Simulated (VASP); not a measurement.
# LiMg12 (a cell with a defect) in VASP: notebook, part 2 of 2

VASP 6.6.1. The steps go on from the part before.

### Step 3. Single point, PBE

INCAR

```
PREC = Accurate
ENCUT = 520
EDIFF = 1E-6
ISMEAR = -1
SIGMA = 0.05
LREAL = F
LASPH = T
NELM = 60
ALGO = Normal
ISIF = 2
LWAVE = F
LCHARG = F
GGA = PE
NBANDS = 26
```

KPOINTS

```
Automatic mesh
0
Gamma
  4 3 4
```

POSCAR

```
LiMg12
1.0
    6.4200000000      0.0000000000      0.0000000000
   -4.8150000000      8.3398250000      0.0000000000
    0.0000000000      0.0000000000      5.2130400000
Mg Li
12 1
Direct
   -0.0239726320     -0.0403965311     -0.0979551279
    0.2710230180      0.2819451247      0.6308334484
   -0.0148120423      0.3318855012      0.0201792045
    0.1497132312      0.5342568939      0.4976992312
    0.0218855085      0.6605459947     -0.0063974188
    0.1715927372      0.9049251033      0.4423486104
    0.5089218723     -0.0121465378     -0.0031898854
    0.6777951794      0.2115341749      0.5465647684
    0.4898056652      0.3075371486      0.1067455842
    0.7127974910      0.5782477450      0.5087359775
    0.4929215487      0.6345253048      0.0008559305
    0.5866790582      0.8417207795      0.4978166291
   -0.0413138155      0.0982879137      0.3194333824
```

Potentials or basis: VASP PAW PBE potentials, release 64 (Mg, Li_sv).

Command:

```sh
$ cat potpaw_PBE.64/Mg/POTCAR potpaw_PBE.64/Li_sv/POTCAR > POTCAR
$ mpirun -np 1 vasp_std > vasp.out
```

OUTCAR:

```text
PREC = Accurate
   ENCUT = 520
   EDIFF = 1E-6
   ISMEAR = -1
   LREAL = F
   LASPH = T
   NELM = 60
   ISIF = 2
   GGA = PE

 ion  position               nearest neighbor table
   1  0.976  0.960  0.902-  13 2.58   6 2.87  12 3.02   2 3.06   5 3.08  11 3.16   7 3.18   6 3.23
                             7 3.33   9 3.49   3 3.61
   2  0.271  0.282  0.631-  13 2.50   9 2.80  10 2.92   3 2.93   4 2.98   9 3.03   8 3.04   1 3.06
                             6 3.50  11 3.53   8 3.55
   3  0.985  0.332  0.020-  13 2.67   2 2.93   8 3.01   4 3.01   5 3.06   9 3.10  11 3.10   7 3.20
                             4 3.21   8 3.24   9 3.39   1 3.61
   4  0.150  0.534  0.498-  12 2.89   2 2.98   3 3.01  10 3.04   8 3.08   5 3.14   5 3.17   3 3.21
                            11 3.22  11 3.25  10 3.42   6 3.51
   5  0.022  0.661  0.994-   3 3.06  10 3.06   1 3.08   6 3.11   4 3.14   7 3.14  11 3.16   4 3.17
                            10 3.19  11 3.28   9 3.46   6 3.53
   6  0.172  0.905  0.442-   1 2.87  13 2.88   7 3.00  12 3.03  10 3.07   5 3.11   8 3.16   1 3.23
                             7 3.46   2 3.50  12 3.50   4 3.51   5 3.53
   7  0.509  0.988  0.997-   8 3.00   6 3.00  13 3.04  12 3.11  12 3.12   5 3.14   1 3.18   9 3.19
                             3 3.20   1 3.33  11 3.35   8 3.42   6 3.46
   8  0.678  0.212  0.547-  13 2.79   9 2.95   7 3.00   3 3.01   2 3.04   4 3.08   6 3.16   3 3.24
                            12 3.32   7 3.42  10 3.43   9 3.46   2 3.55
   9  0.490  0.308  0.107-   2 2.80   8 2.95   2 3.03  10 3.08   3 3.10  11 3.19   7 3.19   3 3.39
                             8 3.46   5 3.46   1 3.49
  10  0.713  0.578  0.509-   2 2.92  12 3.03   4 3.04   5 3.06   6 3.07   9 3.08  11 3.10  11 3.17
                             5 3.19   4 3.42   8 3.43
  11  0.493  0.635  0.001-   3 3.10  10 3.10  12 3.14   5 3.16   1 3.16  12 3.17  10 3.17   9 3.19
                             4 3.22   4 3.25   5 3.28   7 3.35   2 3.53
  12  0.587  0.842  0.498-  13 2.60   4 2.89   1 3.02  10 3.03   6 3.03   7 3.11   7 3.12  11 3.14
                            11 3.17   8 3.32   6 3.50
  13  0.959  0.098  0.319-   2 2.50   1 2.58  12 2.60   3 2.67   8 2.79   6 2.88   7 3.04

  LATTYP: Found a simple monoclinic cell.
 ALAT       =     6.4200000000
 B/A-ratio  =     0.8120000000
 C/A-ratio  =     1.3228757108
 COS(beta)  =    -0.1889822286
[... 195 lines left out ...]
  ---------------------------------------------------
  ext. energy  EPLUGINS =         0.00000000
  ---------------------------------------------------
  free energy    TOTEN  =       -18.82434676 eV

  energy without entropy =      -18.78263937  energy(sigma->0) =      -18.80349307

 E-fermi :   2.7918     XC(G=0):  -8.5752

 val. band max:        2.7912493713   @ k =   0.2500   0.3333   0.5000
 cond. band min:       2.8043591676   @ k =   0.2500   0.0000   0.0000
 fundamental gap:      0.0131097963
 Fermi energy:         2.7918252227

 k-point     1 :       0.0000    0.0000    0.0000
  band No.  band energies     occupation
      1     -43.6411      2.00000
      2      -4.1926      2.00000
      3      -2.1778      2.00000
      4      -1.9670      2.00000
      5      -0.6167      2.00000
      6      -0.4284      2.00000
[... 661 lines left out ...]
     24       7.5643      0.00000
     25       7.7038      0.00000

 [... further k-points ...]

 [bands above 25 left out]

------------------------ aborting loop because EDIFF is reached ----------------------------------------

  FORCE on cell =-STRESS in cart. coord.  units (eV):
  Direction    XX          YY          ZZ          XY          YZ          ZX
  --------------------------------------------------------------------------------------
  -------------------------------------------------------------------------------------
  Total        3.1386106      3.9128258      6.8264862      0.6658225      0.6296665      0.1923386
  in kB       18.0162748     22.4604306     39.1854443      3.8219588      3.6144160      1.1040636
  external PRESSURE =      26.5540499 kB  Pullay stress =       0.0000000 kB

 VOLUME and BASIS-vectors are now :
 -----------------------------------------------------------------------------
  energy-cutoff  :      520.00
  volume of cell :      279.11
      direct lattice vectors                 reciprocal lattice vectors
     6.420000000  0.000000000  0.000000000     0.155763240  0.089929945  0.000000000
    -4.815000000  8.339825000  0.000000000     0.000000000  0.119906593  0.000000000
     0.000000000  0.000000000  5.213040000     0.000000000  0.000000000  0.191826650

 POSITION                                       TOTAL-FORCE (eV/Angst)
 -----------------------------------------------------------------------------------
      1.64560      8.00293      4.70240         0.007625     -0.001362     -0.007741
      0.38240      2.35137      3.28856        -0.005132      0.004151     -0.001483
      4.72688      2.76787      0.10520         0.002696      0.001840     -0.001302
     -1.61129      4.45561      2.59453        -0.000819      0.000114      0.000705
     -3.04002      5.50884      5.17969         0.001181      0.001632     -0.002316
     -3.25559      7.54692      2.30598         0.000300     -0.001163     -0.003031
     -1.48924      8.23853      5.19641         0.002974     -0.002925      0.001603
      3.33291      1.76416      2.84926        -0.004702      0.002801      0.002941
      1.66376      2.56481      0.55647         0.002635     -0.005010      0.000502
      1.79190      4.82248      2.65206         0.002087      0.001067     -0.002753
      0.10932      5.29183      0.00446         0.000627      0.002457      0.000697
     -0.28641      7.01980      2.59514         0.003609      0.001556      0.008758
      5.68151      0.81970      1.66522        -0.013081     -0.005157      0.003420
 -----------------------------------------------------------------------------------
    total drift:                                0.000171     -0.000640     -0.000016

  FREE ENERGIE OF THE ION-ELECTRON SYSTEM (eV)
  ---------------------------------------------------
  free  energy   TOTEN  =       -18.8243467565 eV

  energy  without entropy=      -18.7826393742  energy(sigma->0) =      -18.80349307
```

OSZICAR:

```text
N       E                     dE             d eps       ncg     rms          rms(c)
DAV:   1     0.407529792621E+02    0.40753E+02   -0.83130E+03  1352   0.778E+02
DAV:   2    -0.129925858595E+02   -0.53746E+02   -0.50505E+02  1598   0.119E+02
DAV:   3    -0.189557159358E+02   -0.59631E+01   -0.58394E+01  2266   0.226E+01
DAV:   4    -0.192790973316E+02   -0.32338E+00   -0.31688E+00  2014   0.584E+00
DAV:   5    -0.192841046832E+02   -0.50074E-02   -0.50057E-02  1830   0.830E-01    0.281E+00
DAV:   6    -0.188942714007E+02    0.38983E+00   -0.67928E-01  1572   0.255E+00    0.156E+00
DAV:   7    -0.188426127272E+02    0.51659E-01   -0.17584E-01  1734   0.130E+00    0.794E-01
DAV:   8    -0.188260794810E+02    0.16533E-01   -0.20187E-02  1778   0.571E-01    0.217E-01
DAV:   9    -0.188243996983E+02    0.16798E-02   -0.11983E-03  1728   0.159E-01    0.463E-02
DAV:  10    -0.188243421520E+02    0.57546E-04   -0.20087E-04  1776   0.531E-02    0.117E-02
DAV:  11    -0.188243451992E+02   -0.30472E-05   -0.18717E-05  1726   0.171E-02    0.341E-03
DAV:  12    -0.188243462091E+02   -0.10099E-05   -0.17899E-06  1140   0.520E-03    0.111E-03
DAV:  13    -0.188243467565E+02   -0.54740E-06   -0.21206E-07   824   0.225E-03
   1 F= -.18824347E+02 E0= -.18803493E+02  d E =-.417074E-01
```

stdout:

```text
POSCAR found type information on POSCAR MgLi
 POSCAR found :  2 types and      13 ions
 scaLAPACK will be used
 LDA part: xc-table for (Slater+PW92), standard interpolation
 POSCAR, INCAR and KPOINTS ok, starting setup
 FFT: planning ... GRIDC
 FFT: planning ... GRID_SOFT
 FFT: planning ... GRID
 WAVECAR not read
 entering main loop
```

It took 92 s on 1 thread of AMD EPYC 9R45 (Zen 5), shared host; peak memory 0.41 GiB.

Results:

```yaml
Free_energy: -18.8243 eV
Largest_force: 0.014 eV/Å
Band_gap_on_the_k_mesh: zero (an odd number of electrons rules out a gap without spin polarisation)
```

Forces on the atoms (eV/Å):
```
Mg   0.008 -0.001 -0.008
Mg  -0.005  0.004 -0.001
Mg   0.003  0.002 -0.001
Mg  -0.001  0.000  0.001
Mg   0.001  0.002 -0.002
Mg   0.000 -0.001 -0.003
Mg   0.003 -0.003  0.002
Mg  -0.005  0.003  0.003
Mg   0.003 -0.005  0.001
Mg   0.002  0.001 -0.003
Mg   0.001  0.002  0.001
Mg   0.004  0.002  0.009
Li  -0.013 -0.005  0.003
```

Levels at points of the mesh, in eV from the Fermi level:
| k point | band 10 | band 11 | band 12 | band 13 | band 14 | band 15 | band 16 | band 17 |
| --- | --- | --- | --- | --- | --- | --- | --- | --- |
| (0.00, 0.00, 0.00) | -1.53 | -0.45 | -0.23 | 0.10 | 0.16 | 0.37 | 0.55 | 1.24 |
| (0.50, 0.00, 0.00) | -0.70 | -0.57 | -0.49 | -0.38 | -0.24 | 0.06 | 0.14 | 0.26 |
| (0.00, 0.00, 0.50) | -2.01 | -1.82 | -1.20 | -1.17 | -0.82 | -0.57 | 0.86 | 0.97 |
| (0.50, 0.00, 0.50) | -1.15 | -1.01 | -0.76 | -0.60 | 0.44 | 0.52 | 0.78 | 0.90 |

Caveat: the cutoff is under 1.25 times the usual one of these potentials, so pressure, stress and relaxed cells hold a basis-set (Pulay) error.
